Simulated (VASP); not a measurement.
# CaO (Fm-3m) in VASP: settings compared, part 2 of 2

VASP 6.6.1. The steps go on from the part before.

**3. Single point, PBEsol**

This run uses another cell than the first one, of 13.54 Å³/atom.

Contents of INCAR:

```
PREC = Accurate ; ENCUT = 520
EDIFF = 1E-6 ; ISMEAR = -1
SIGMA = 0.05 ; LREAL = F
LASPH = T ; NELM = 80
ALGO = Normal ; ISIF = 2
LWAVE = F ; LCHARG = T
GGA = PS ; LELF = T
LVHAR = T ; NBANDS = 15
```

Contents of KPOINTS:

```
Automatic mesh
0
Gamma
  10 10 10
```

Contents of POSCAR:

```
CaO
1.0
    0.0000000000      2.3835689274      2.3835689274
    2.3835689274      0.0000000000      2.3835689274
    2.3835689274      2.3835689274      0.0000000000
Ca O
1 1
Direct
    0.0000000000      0.0000000000      0.0000000000
    0.5000000000      0.5000000000      0.5000000000
```

Potentials or basis: VASP PAW PBE potentials, release 64 (Ca_sv, O).

Launch:

```sh
> cat potpaw_PBE.64/Ca_sv/POTCAR potpaw_PBE.64/O/POTCAR > POTCAR
> mpirun -np 1 vasp_std > vasp.out
```

OUTCAR:

```text
PREC = Accurate
   ENCUT = 520
   EDIFF = 1E-6
   ISMEAR = -1
   LREAL = F
   LASPH = T
   NELM = 80
   ISIF = 2
   GGA = PS

 ion  position               nearest neighbor table
   1  0.000  0.000  0.000-   2 2.38   2 2.38   2 2.38   2 2.38   2 2.38   2 2.38
   2  0.500  0.500  0.500-   1 2.38   1 2.38   1 2.38   1 2.38   1 2.38   1 2.38

  LATTYP: Found a face centered cubic cell.
 ALAT       =     4.7671378548

  Lattice vectors:

 A1 = (   0.0000000000,   2.3835689274,   2.3835689274)
 A2 = (   2.3835689274,   0.0000000000,   2.3835689274)
 A3 = (   2.3835689274,   2.3835689274,   0.0000000000)

Analysis of symmetry for initial positions (statically):
=====================================================================
 Subroutine PRICEL returns:
 Original cell was already a primitive cell.

 Routine SETGRP: Setting up the symmetry group for a
 face centered cubic supercell.

 Subroutine GETGRP returns: Found 48 space group operations
 (whereof 48 operations were pure point group operations)
 out of a pool of 48 trial point group operations.

The static configuration has the point symmetry O_h .

[... 166 lines left out ...]

 k-point     1 :       0.0000    0.0000    0.0000
  band No.  band energies     occupation
      1     -34.9523      2.00000
      2     -15.7742      2.00000
      3     -15.7742      2.00000
      4     -15.7742      2.00000
      5     -13.1561      2.00000
      6       2.3363      2.00000
      7       2.3363      2.00000
      8       2.3363      2.00000
      9       7.0996      0.00000
     10       8.5857      0.00000
     11       8.5857      0.00000
     12       8.5857      0.00000
     13      10.1664      0.00000
     14      10.1664      0.00000
[... 401 lines left out ...]
      2     -16.5133      2.00000
      3     -15.9987      2.00000
      4     -15.9675      2.00000
      5     -12.5774      2.00000
      6       0.6108      2.00000
      7       1.7674      2.00000
      8       1.8729      2.00000
      9       6.5585      0.00000
     10      10.1049      0.00000
     11      11.2777      0.00000
     12      11.3801      0.00000
     13      11.5232      0.00000
     14      13.3233      0.00000
     15      18.1209      0.00000

 [... further k-points ...]
[... 5 lines left out ...]
  --------------------------------------------------------------------------------------
  -------------------------------------------------------------------------------------
  Total        0.1035784      0.1035784      0.1035784      0.0000000      0.0000000      0.0000000
  in kB        6.1272646      6.1272646      6.1272646      0.0000000      0.0000000      0.0000000
  external PRESSURE =       6.1272646 kB  Pullay stress =       0.0000000 kB

 VOLUME and BASIS-vectors are now :
 -----------------------------------------------------------------------------
  energy-cutoff  :      520.00
  volume of cell :       27.08
      direct lattice vectors                 reciprocal lattice vectors
     0.000000000  2.383568927  2.383568927    -0.209769474  0.209769474  0.209769474
     2.383568927  0.000000000  2.383568927     0.209769474 -0.209769474  0.209769474
     2.383568927  2.383568927  0.000000000     0.209769474  0.209769474 -0.209769474

 POSITION                                       TOTAL-FORCE (eV/Angst)
 -----------------------------------------------------------------------------------
      0.00000      0.00000      0.00000         0.000000     -0.000000     -0.000000
      2.38357      2.38357      2.38357        -0.000000      0.000000      0.000000
 -----------------------------------------------------------------------------------
    total drift:                                0.000000      0.000000      0.000000

  FREE ENERGIE OF THE ION-ELECTRON SYSTEM (eV)
  ---------------------------------------------------
  free  energy   TOTEN  =       -13.4107862802 eV

  energy  without entropy=      -13.4107862802  energy(sigma->0) =      -13.41078628
```

OSZICAR:

```text
N       E                     dE             d eps       ncg     rms          rms(c)
DAV:   1     0.124841665361E+03    0.12484E+03   -0.84333E+03  1410   0.110E+03
DAV:   2    -0.983701996591E+01   -0.13468E+03   -0.12552E+03  1768   0.289E+02
DAV:   3    -0.148200540422E+02   -0.49830E+01   -0.49558E+01  1664   0.582E+01
DAV:   4    -0.149321448772E+02   -0.11209E+00   -0.11201E+00  2077   0.801E+00
DAV:   5    -0.149332640369E+02   -0.11192E-02   -0.11192E-02  1609   0.713E-01    0.807E+00
DAV:   6    -0.135062283755E+02    0.14270E+01   -0.42458E+00  1593   0.209E+01    0.350E+00
DAV:   7    -0.134272736014E+02    0.78955E-01   -0.35901E-01  1627   0.630E+00    0.177E+00
DAV:   8    -0.134117132954E+02    0.15560E-01   -0.70969E-02  1816   0.287E+00    0.397E-01
DAV:   9    -0.134104432036E+02    0.12701E-02   -0.48399E-03  1480   0.580E-01    0.101E-01
DAV:  10    -0.134108143675E+02   -0.37116E-03   -0.49712E-04  1712   0.257E-01    0.464E-02
DAV:  11    -0.134107868683E+02    0.27499E-04   -0.40058E-05  1974   0.892E-02    0.568E-03
DAV:  12    -0.134107862802E+02    0.58813E-06   -0.61797E-06  1648   0.267E-02
   1 F= -.13410786E+02 E0= -.13410786E+02  d E =-.242853E-11
```

Run time: 41 s. Hardware: 1 thread of Intel Xeon 8259CL, shared host; peak memory 0.17 GiB.

What came out:

- Free energy: -13.4108 eV
- Pressure: 0.6 GPa
- Band gap on the k mesh: 3.52 eV (least direct gap 3.89 eV)

Levels at points of the mesh, in eV from the valence-band top:
```csv
k point,band 6,band 7,band 8,band 9,band 10,band 11
"(0.00, 0.00, 0.00)",0.00,0.00,0.00,4.76,6.25,6.25
"(0.50, 0.00, 0.00)",-2.75,-1.27,-1.27,7.13,8.51,8.51
"(0.50, 0.50, 0.00)",-1.31,-0.37,-0.37,3.52,8.23,9.07
```

Caveat: the PAW data sets were made with another functional, which shifts forces and pressure a little.

**4. Single point, RPBE**

This run uses another cell than the first one, of 13.89 Å³/atom.

Contents of INCAR:

```
SYSTEM = CaO
PREC     = Accurate       ! precision mode
ENCUT    = 520            ! plane-wave cutoff, eV
EDIFF    = 1E-7           ! SCF threshold, eV
ISMEAR   = -1             ! smearing method
SIGMA    = 0.05           ! smearing width, eV
LREAL    = .False.        ! projectors in reciprocal space
LASPH    = .True.         ! aspherical terms in the spheres
NELM     = 80             ! most SCF steps
ALGO     = Normal         ! electronic algorithm
ISIF     = 2              ! what is computed and relaxed
LWAVE    = .False.        ! write WAVECAR
LCHARG   = .True.         ! write CHGCAR
GGA      = RP             ! functional
LELF     = .True.         ! ELF
LVHAR    = .True.       
NBANDS   = 15             ! bands
```

Contents of KPOINTS:

```
regular mesh
0
Gamma
  10 10 10
  0 0 0
```

Contents of POSCAR:

```
CaO
1.0
    0.0000000000      2.4035556960      2.4035556960
    2.4035556960      0.0000000000      2.4035556960
    2.4035556960      2.4035556960      0.0000000000
Ca O
1 1
Direct
    0.0000000000      0.0000000000      0.0000000000
    0.5000000000      0.5000000000      0.5000000000
```

Launch:

```sh
> cat potpaw_PBE.64/Ca_sv/POTCAR potpaw_PBE.64/O/POTCAR > POTCAR
> mpirun -np 1 vasp_std > vasp.out
```

It took 43 s on 1 thread of Intel Xeon 8259CL, shared host; peak memory 0.17 GiB.

It converged, with:

```
Free energy            : -12.0676 eV
Pressure               : 6.0 GPa
Band gap on the k mesh : 3.74 eV (least direct gap 4.12 eV)
```

Levels at points of the mesh, in eV from the valence-band top:
```csv
k point,band 6,band 7,band 8,band 9,band 10,band 11
"(0.00, 0.00, 0.00)",0.00,0.00,0.00,4.86,6.29,6.29
"(0.50, 0.00, 0.00)",-2.59,-1.19,-1.19,7.11,8.38,8.38
"(0.50, 0.50, 0.00)",-1.29,-0.37,-0.37,3.74,8.06,8.88
```

Caveat: the cell stands under pressure; the PAW data sets were made with another functional, which shifts forces and pressure a little.

**5. Overview**

| level | potentials or basis | cell | gap on the mesh (eV) | pressure (GPa) |
| --- | --- | --- | --- | --- |
| LDA | VASP PAW LDA potentials, release 64 (Ca_sv, O) | a = 3.329 Å, angles 60.0°, 2 atoms | 3.42 | 1.0 |
| PBEsol | VASP PAW PBE potentials, release 64 (Ca_sv, O) | a = 3.371 Å, angles 60.0°, 2 atoms | 3.52 | 0.6 |
| RPBE | VASP PAW PBE potentials, release 64 (Ca_sv, O) | a = 3.399 Å, angles 60.0°, 2 atoms | 3.74 | 6.0 |

Alike in all rows: task single point; no spin polarisation; k mesh 10 × 10 × 10; cutoff (eV) 520; smearing fermi-dirac 0.05 eV.

Caveats: the PAW data sets were made with another functional, which shifts forces and pressure a little (at least some runs); the cell stands under pressure (at least some runs).

Absolute energies hang on the potentials; compare differences alone.
